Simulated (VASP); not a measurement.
# CsRe (P6/mmm) in VASP: single point with PBE

Aim: the single point of CsRe with PBE.

Everything below comes from runs of VASP 6.6.1. Logs are shortened: lines on timing, memory, paths and dates and some standing lists are left out, and cuts for length are marked.

## 1. The cell of the first run

It takes space group P6/mmm (No. 191, hexagonal). The conventional cell has a = 3.689 Å, b = 3.689 Å, c = 5.631 Å, α = 90.00°, β = 90.00°, γ = 120.00°. Cs (site symmetry 6/mmm) has 2 Re at 2.82 Å and 6 Cs at 3.69 Å within 3.7 Å. Within 3.7 Å of Re (site symmetry 6/mmm) lie 2 Cs at 2.82 Å and 6 Re at 3.69 Å.

## 2. Single point, PBE

The input, INCAR:

```
ALGO = Fast
EDIFF = 1E-6
ENCUT = 520
GGA = PE
ISIF = 2
ISMEAR = 0
LASPH = T
LCHARG = F
LREAL = F
LWAVE = F
NBANDS = 15
NELM = 80
PREC = Accurate
SIGMA = 0.1
```

The input, KPOINTS:

```
k-points
0
Gamma
  6 6 4
```

The input, POSCAR:

```
CsRe
1.0
    3.6893539700      0.0000000000      0.0000000000
   -1.8446769800      3.1950742600      0.0000000000
    0.0000000000      0.0000000000      5.6314427200
Cs Re
1 1
Direct
    0.0000000000      0.0000000000      0.5000000000
    0.0000000000      0.0000000000      0.0000000000
```

Potentials or basis: VASP PAW PBE potentials, release 64 (Cs_sv, Re).

The run is started by

```console
cat potpaw_PBE.64/Cs_sv/POTCAR potpaw_PBE.64/Re/POTCAR > POTCAR
mpirun -np 1 vasp_std > vasp.out
```

OUTCAR:

```text
EDIFF = 1E-6
   ENCUT = 520
   GGA = PE
   ISIF = 2
   ISMEAR = 0
   LASPH = T
   LREAL = F
   NELM = 80
   PREC = Accurate

 ion  position               nearest neighbor table
   1  0.000  0.000  0.500-   2 2.82   2 2.82
   2  0.000  0.000  0.000-   1 2.82   1 2.82

  LATTYP: Found a hexagonal cell.
 ALAT       =     3.6893539700
 C/A-ratio  =     1.5264034749

  Lattice vectors:

 A1 = (   3.6893539700,   0.0000000000,   0.0000000000)
 A2 = (  -1.8446769800,   3.1950742600,   0.0000000000)
 A3 = (   0.0000000000,   0.0000000000,   5.6314427200)

Analysis of symmetry for initial positions (statically):
=====================================================================
 Subroutine PRICEL returns:
 Original cell was already a primitive cell.

 Routine SETGRP: Setting up the symmetry group for a
 hexagonal supercell.

 Subroutine GETGRP returns: Found 24 space group operations
 (whereof 24 operations were pure point group operations)
 out of a pool of 24 trial point group operations.

The static configuration has the point symmetry D_6h.

Analysis of symmetry for dynamics (positions and initial velocities):
=====================================================================
 Subroutine PRICEL returns:
 Original cell was already a primitive cell.

 Routine SETGRP: Setting up the symmetry group for a
 hexagonal supercell.

 Subroutine GETGRP returns: Found 24 space group operations
 (whereof 24 operations were pure point group operations)
 out of a pool of 24 trial point group operations.

The dynamic configuration has the point symmetry D_6h.

 Subroutine INISYM returns: Found 24 space group operations
 (whereof 24 operations are pure point group operations),
 and found     1 'primitive' translations

----------------------------------------------------------------------------------------

                                     Primitive cell

  volume of cell :      66.3821

  direct lattice vectors                    reciprocal lattice vectors
     3.689353970  0.000000000  0.000000000     0.271050164  0.156490885  0.000000000
    -1.844676980  3.195074260  0.000000000     0.000000000  0.312981771  0.000000000
     0.000000000  0.000000000  5.631442720     0.000000000  0.000000000  0.177574389

  length of vectors
     3.689353970  3.689353966  5.631442720     0.312981771  0.312981771  0.177574389

  position of ions in fractional coordinates (direct lattice)
     0.000000000  0.000000000  0.500000000
     0.000000000  0.000000000  0.000000000

  ion indices of the primitive-cell ions
   primitive index   ion index
                 1           1
                 2           2

----------------------------------------------------------------------------------------

 KPOINTS: k-points

Automatic generation of k-mesh.
 Grid dimensions read from file:
 generate k-points for:    6    6    4

 Generating k-lattice:

  Cartesian coordinates                     Fractional coordinates (reciprocal lattice)
     0.045175027  0.026081814  0.000000000     0.166666667 -0.000000000  0.000000000
     0.000000000  0.052163628  0.000000000     0.000000000  0.166666667  0.000000000
     0.000000000  0.000000000  0.044393597     0.000000000  0.000000000  0.250000000

  Length of vectors
     0.052163628  0.052163628  0.044393597

  Shift w.r.t. Gamma in fractional coordinates (k-lattice)
     0.000000000  0.000000000  0.000000000

 Subroutine IBZKPT returns following result:
 ===========================================

 Found     21 irreducible k-points:

 Following reciprocal coordinates:
            Coordinates               Weight
  0.000000  0.000000  0.000000      1.000000
  0.166667  0.000000  0.000000      6.000000
  0.333333  0.000000  0.000000      6.000000
  0.500000  0.000000  0.000000      3.000000
  0.166667  0.166667  0.000000      6.000000
  0.333333  0.166667  0.000000     12.000000
[... 13 lines left out ...]
  0.333333  0.166667  0.500000     12.000000
  0.333333  0.333333  0.500000      2.000000
   k-points           NKPTS =     21   k-points in BZ     NKDIM =     21   number of bands    NBANDS=     15
   number of dos      NEDOS =    301   number of ions     NIONS =      2
   total plane-waves  NPLWV =  32928
   dimension x,y,z NGX =    28 NGY =   28 NGZ =   42
   dimension x,y,z NGXF=    56 NGYF=   56 NGZF=   84
   ions per type =               1   1
   NGX,Y,Z   is equivalent  to a cutoff of  12.62, 12.62, 12.40 a.u.
   NGXF,Y,Z  is equivalent  to a cutoff of  25.23, 25.23, 24.80 a.u.
 SYSTEM =  unknown system
   PREC   = accura    normal or accurate (medium, high low for compatibility)
   ISTART =      0    job   : 0-new  1-cont  2-samecut
   ICHARG =      2    charge: 1-file 2-atom 10-const
   ISPIN  =      1    spin polarized calculation?
   LNONCOLLINEAR =      F non collinear calculations
   LSORBIT =      F    spin-orbit coupling
   LASPH  =      T    aspherical Exc in radial PAW
   ENCUT  =  520.0 eV  38.22 Ry    6.18 a.u.   6.86  6.86 10.47*2*pi/ulx,y,z
   NELM   =     80;   NELMIN=  2; NELMDL= -5     # of ELM steps
   EDIFF  = 0.1E-05   stopping-criterion for ELM
   LREAL  =      F    real-space projection
   EDIFFG = 0.1E-04   stopping-criterion for IOM
   NSW    =      0    number of steps for IOM
   IBRION =     -1    ionic relax: 0-MD 1-quasi-New 2-CG
   NFREE  =      0    steps in history (QN), initial steepest desc. (CG)
   ISIF   =      2    stress and relaxation
   ISYM   =      2    0-nonsym 1-usesym 2-fastsym
   POTIM  = 0.5000    time-step for ionic-motion
   TEBEG  =    0.0;   TEEND  =   0.0 temperature during run
   PSTRESS=    0.0 pullay stress
   NELECT =      16.0000    total number of electrons
   NUPDOWN=      -1.0000    fix difference up-down
   EMIN   =  10.00;   EMAX   =-10.00  energy-range for DOS
   EFERMI =   0.00;   METHOD = LEGACY
   ISMEAR =     0;   SIGMA  =   0.10  broadening in eV -4-tet -1-fermi 0-gaus
   EFERMI_NEDOS =   21; number of points for ismear=-14 and -15
   IALGO  =     68    algorithm
   IMIX   =      4    mixing-type and parameters
     AMIX     =   0.40;   BMIX     =  1.00
     AMIX_MAG =   1.60;   BMIX_MAG =  1.00
  volume/ion in A,a.u.               =      33.19       223.98
  Fermi-wavevector in a.u.,A,eV,Ry     =   1.018821  1.925292 14.122793  1.037996
  Thomas-Fermi vector in A             =   2.152300
   LORBIT       =      0    0 simple, 1 ext, 2 COOP (PROOUT), +10 PAW based schemes
   GGA     = PE    functional components
   LHFCALC =     F    Hartree Fock is set to
   AEXX    =    0.0000 exact exchange contribution
   IVDW    =     0    specifies the selected vdW correction
   LEPSILON=     F    determine dielectric tensor
   LRPA    =     F    only Hartree local field effects (RPA)
 non-spin polarized calculation
 RMM-DIIS sequential band-by-band and
 Gauss-broadening in eV      SIGMA  =   0.10
  energy-cutoff  :      520.00
  volume of cell :       66.38
 maximum number of plane-waves:      1800
 NGX is ok and might be reduce to    28
   NGX = 13   NGY = 13   NGZ = 21

 number of electron      16.0000002 magnetization

 Free energy of the ion-electron system (eV)
  ---------------------------------------------------
  ext. energy  EPLUGINS =         0.00000000
  ---------------------------------------------------
  free energy    TOTEN  =        -6.75902813 eV

  energy without entropy =       -6.70818330  energy(sigma->0) =       -6.73360571

 E-fermi :   2.7988     XC(G=0):  -9.5414

 val. band max:        2.7828519613   @ k =   0.1667   0.0000   0.5000
 cond. band min:       2.8097063952   @ k =   0.5000   0.0000   0.2500
 fundamental gap:      0.0268544339
 Fermi energy:         2.7987551090

 k-point     1 :       0.0000    0.0000    0.0000
  band No.  band energies     occupation
      1     -20.2029      2.00000
      2      -7.2292      2.00000
      3      -5.6039      2.00000
      4      -5.6039      2.00000
      5      -0.9663      2.00000
      6       1.4793      2.00000
      7       2.6350      1.97941
      8       2.6350      1.97941
      9       2.7780      1.23094
     10       2.7780      1.23094
     11       4.8232      0.00000
     12       7.2629      0.00000
     13       7.7849      0.00000
     14       7.7849      0.00000
     15      11.7579      0.00000

 k-point     2 :       0.1667    0.0000    0.0000
  band No.  band energies     occupation
      1     -20.1039      2.00000
      2      -7.1109      2.00000
      3      -6.3410      2.00000
      4      -5.7610      2.00000
      5      -0.4312      2.00000
      6       1.6000      2.00000
      7       2.2286      2.00000
      8       2.4439      2.00000
      9       2.6900      1.87600
     10       2.9342      0.05545
     11       5.6433      0.00000
     12       7.1253      0.00000
     13       7.6890      0.00000
     14       8.6369      0.00000
     15      11.3257      0.00000

 k-point     3 :       0.3333    0.0000    0.0000
  band No.  band energies     occupation
      1     -19.8942      2.00000
      2      -7.5449      2.00000
      3      -6.8539      2.00000
      4      -6.0505      2.00000
      5       0.6424      2.00000
      6       1.3320      2.00000
      7       1.6859      2.00000
      8       2.5208      1.99992
      9       2.6703      1.93075
     10       3.6249      0.00000
     11       5.1258      0.00000
     12       7.9059      0.00000
     13       7.9111      0.00000
     14      10.1689      0.00000
     15      10.4153      0.00000
[... 289 lines left out ...]
 k-point    20 :       0.3333    0.1667    0.5000
  band No.  band energies     occupation
      1     -19.7359      2.00000
      2      -7.8341      2.00000
      3      -7.4038      2.00000
      4      -6.6321      2.00000
      5       1.5721      2.00000
      6       2.2344      2.00000
      7       2.2732      2.00000
      8       2.8454      0.50929
      9       4.2120      0.00000
     10       4.4821      0.00000
     11       5.4959      0.00000
     12       6.1604      0.00000
     13       7.0133      0.00000
     14       7.3684      0.00000
     15       8.8511      0.00000

 k-point    21 :       0.3333    0.3333    0.5000
  band No.  band energies     occupation
      1     -19.6794      2.00000
      2      -7.4594      2.00000
      3      -7.4594      2.00000
      4      -7.3321      2.00000
      5       2.1130      2.00000
      6       2.1130      2.00000
      7       2.4578      2.00000
      8       2.4578      2.00000
      9       4.1108      0.00000
     10       5.3531      0.00000
     11       5.3531      0.00000
     12       6.1368      0.00000
     13       7.6662      0.00000
     14       7.6662      0.00000
     15       7.7129      0.00000

------------------------ aborting loop because EDIFF is reached ----------------------------------------

  FORCE on cell =-STRESS in cart. coord.  units (eV):
  Direction    XX          YY          ZZ          XY          YZ          ZX
  --------------------------------------------------------------------------------------
  -------------------------------------------------------------------------------------
  Total       -5.2904136     -5.2904136      2.0565530     -0.0000000     -0.0000000      0.0000000
  in kB     -127.6877562   -127.6877561     49.6363151     -0.0000002     -0.0000000      0.0000000
  external PRESSURE =     -68.5797324 kB  Pullay stress =       0.0000000 kB

 VOLUME and BASIS-vectors are now :
 -----------------------------------------------------------------------------
  energy-cutoff  :      520.00
  volume of cell :       66.38
      direct lattice vectors                 reciprocal lattice vectors
     3.689353970  0.000000000  0.000000000     0.271050164  0.156490885  0.000000000
    -1.844676980  3.195074260  0.000000000     0.000000000  0.312981771  0.000000000
     0.000000000  0.000000000  5.631442720     0.000000000  0.000000000  0.177574389

 POSITION                                       TOTAL-FORCE (eV/Angst)
 -----------------------------------------------------------------------------------
      0.00000      0.00000      2.81572        -0.000000      0.000000      0.000000
      0.00000      0.00000      0.00000         0.000000      0.000000      0.000000
 -----------------------------------------------------------------------------------
    total drift:                               -0.000000      0.000000      0.000000

  FREE ENERGIE OF THE ION-ELECTRON SYSTEM (eV)
  ---------------------------------------------------
  free  energy   TOTEN  =        -6.7590281276 eV

  energy  without entropy=       -6.7081832987  energy(sigma->0) =       -6.73360571
```

Run time: 48 s. Hardware: 1 thread of AMD EPYC 7R43 (Zen 3), shared host; peak memory 0.14 GiB.

Results:

```yaml
Free_energy: -6.7590 eV
Pressure: -6.9 GPa
Band_gap_on_the_k_mesh: zero (band 8 reaches 3.26 eV, above the bottom of band 9 at 2.41 eV)
```

Stress tensor (GPa, compression positive):
```
-12.77   0.00   0.00
  0.00 -12.77   0.00
  0.00   0.00   4.96
```

Levels at points of the mesh, in eV from the Fermi level:
| k point | band 5 | band 6 | band 7 | band 8 | band 9 | band 10 | band 11 | band 12 |
| --- | --- | --- | --- | --- | --- | --- | --- | --- |
| (0.00, 0.00, 0.00) | -3.77 | -1.32 | -0.16 | -0.16 | -0.02 | -0.02 | 2.02 | 4.46 |
| (0.50, 0.00, 0.00) | -1.87 | -1.83 | -1.12 | -0.36 | 1.24 | 1.66 | 1.91 | 2.39 |
| (0.00, 0.00, 0.50) | -3.00 | -0.13 | -0.13 | 0.46 | 0.46 | 0.83 | 2.03 | 2.75 |
| (0.50, 0.00, 0.50) | -1.50 | -0.68 | -0.13 | 0.23 | 1.25 | 1.43 | 1.55 | 3.39 |

Caveat: spin-orbit coupling is left out, which moves the levels of the heavy elements.
